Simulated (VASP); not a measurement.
AlN: single point with PBEsol

Crystal: AlN.

```xyz
4
Lattice="3.1577 0.0000 0.0000 -1.5788 2.7346 0.0000 0.0000 0.0000 5.0527" Properties=species:S:1:pos:R:3 pbc="T T T"
Al    0.0000    1.8231    0.0000
Al    1.5788    0.9115    2.5263
N     0.0000    1.8231    1.9453
N     1.5788    0.9115    4.4716
```

This cell differs from its parent crystal: strain +0.015 along x and y, +0.015 along z.

```
Program                : VASP 6.6.1
Task                   : single point
Functional             : PBEsol
Potentials or basis    : VASP PAW PBE potentials, release 64 (Al, N)
Cutoff                 : 600 eV
k mesh                 : 12 × 12 × 6
Occupations            : gaussian, width 0.05 eV
Spin                   : no spin polarisation
Dipole correction      : no
Further INCAR settings : ALGO = Normal; EDIFF = 1e-06; NBANDS = 16
```

- Pressure: -8.0 GPa
- Largest force: 0.175 eV/Å
- Band gap on the k mesh: 3.70 eV

Forces on the atoms (eV/Å):
```
Al   0.000  0.000  0.175
Al   0.000  0.000  0.175
N    0.000  0.000 -0.175
N    0.000  0.000 -0.175
```

Stress tensor (GPa, compression positive):
```
-7.71  0.00  0.00
 0.00 -7.71  0.00
 0.00  0.00 -8.63
```

Levels at points of the mesh, in eV from the valence-band top:
| k point | band 5 | band 6 | band 7 | band 8 | band 9 | band 10 | band 11 | band 12 |
| --- | --- | --- | --- | --- | --- | --- | --- | --- |
| (0.00, 0.00, 0.00) | -0.93 | -0.28 | -0.28 | 0.00 | 3.70 | 6.15 | 10.14 | 10.66 |
| (0.50, 0.00, 0.00) | -3.31 | -2.12 | -1.76 | -0.76 | 5.48 | 5.56 | 7.66 | 9.79 |
| (0.00, 0.00, 0.50) | -0.62 | -0.62 | -0.62 | -0.62 | 5.98 | 5.98 | 9.82 | 9.82 |
| (0.50, 0.00, 0.50) | -1.51 | -1.51 | -1.37 | -1.37 | 4.99 | 4.99 | 8.79 | 8.79 |

Wall time 50 s on 1 thread of Intel(R) Xeon(R) Platinum 8488C (Sapphire Rapids), with other jobs on the host, peak memory 0.2 GiB.

Caveat: the cell differs from its parent crystal (strain +0.015 along x and y, +0.015 along z); the cell stands under tension; the PAW data sets were made with another functional, which shifts forces and pressure a little. A k mesh can miss the band edges.
